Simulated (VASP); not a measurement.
Write the native input for VASP 6.6.1 that does the following.

| Quantity | Value |
| --- | --- |
| Task | single point |
| Functional | PBEsol |
| Potentials or basis | VASP PAW PBE potentials, release 64 (Cd, Te) |
| Cutoff | 520 eV |
| k mesh | 6 × 6 × 6 |
| Occupations | fermi-dirac, width 0.02 eV |
| Spin | no spin polarisation |
| Dipole correction | no |
| Further INCAR settings | ALGO = Normal; EDIFF = 1e-07; NBANDS = 16 |

The structure of CdTe lies in POSCAR:

```
CdTe
1.0
    0.0000000000      3.2451292911      3.2451292911
    3.2451292911      0.0000000000      3.2451292911
    3.2451292911      3.2451292911      0.0000000000
Cd Te
1 1
Direct
    0.0000000000      0.0000000000      0.0000000000
    0.2500000000      0.2500000000      0.2500000000
```

These files were run (other wordings do the same):

INCAR

```
SYSTEM = CdTe
PREC = Accurate ; ENCUT = 520
EDIFF = 1E-7 ; ISMEAR = -1
SIGMA = 0.02 ; LREAL = .FALSE.
LASPH = .TRUE. ; NELM = 80
ALGO = Normal ; ISIF = 2
LWAVE = .FALSE. ; LCHARG = .FALSE.
GGA = PS ; NBANDS = 16
```

KPOINTS

```
regular mesh
0
G
  6 6 6
  0 0 0
```

Potentials or basis: VASP PAW PBE potentials, release 64 (Cd, Te).

Launch:

```bash
$ cat potpaw_PBE.64/Cd/POTCAR potpaw_PBE.64/Te/POTCAR > POTCAR
$ mpirun -np 1 vasp_std > vasp.out
```

It gave:

```
Pressure               : 0.2 GPa
Band gap on the k mesh : 0.65 eV, direct
```

Caveat: the PAW data sets were made with another functional, which shifts forces and pressure a little; spin-orbit coupling is left out, which moves the levels of the heavy elements.

Run time: 16 s on 1 thread of Intel Xeon 6455B, on a shared host, peak memory 0.21 GiB.
